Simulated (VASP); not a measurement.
A run of VASP 6.6.1 is set up as follows.

The input INCAR:

```
SYSTEM = C
PREC = Accurate ; ENCUT = 520
EDIFF = 1E-7 ; ISMEAR = 0
SIGMA = 0.1 ; LREAL = .FALSE.
LASPH = .TRUE. ; NELM = 60
ALGO = Normal ; ISIF = 2
LWAVE = .FALSE. ; LCHARG = .FALSE.
GGA = PS ; NBANDS = 16
```

The input KPOINTS:

```
Automatic mesh
0
G
  24 24 8
  0 0 0
```

File POSCAR:

```
C
1.0
    2.3482486503      0.0000000000      0.0000000000
   -1.1741243252      2.0336429856      0.0000000000
    0.0000000000      0.0000000000      7.2208582167
C
4
Direct
    0.0000000000      0.0000000000      0.2500000000
    0.0000000000      0.0000000000      0.7500000000
    0.3333333333      0.6666666667      0.2500000000
    0.6666666667      0.3333333333      0.7500000000
```

Potentials or basis: VASP PAW PBE potentials, release 64 (C).

The run is started by

```console
$ cat potpaw_PBE.64/C/POTCAR > POTCAR
$ mpirun -np 1 vasp_std > vasp.out
```

(1) What does it give for the band gap on the k mesh?

(2) Predict the pressure.

## Answers

(1) zero (band 8 reaches 4.85 eV, above the bottom of band 9 at 4.84 eV).

(2) 44.5 GPa.

Caveat: the cell differs from its parent crystal (biaxial strain in the a-b plane: -4.5 %, then relaxed in part); the PAW data sets were made with another functional, which shifts forces and pressure a little; this functional lacks dispersion, which binds the layers, so the pressure and a relaxed spacing across them are unreliable.
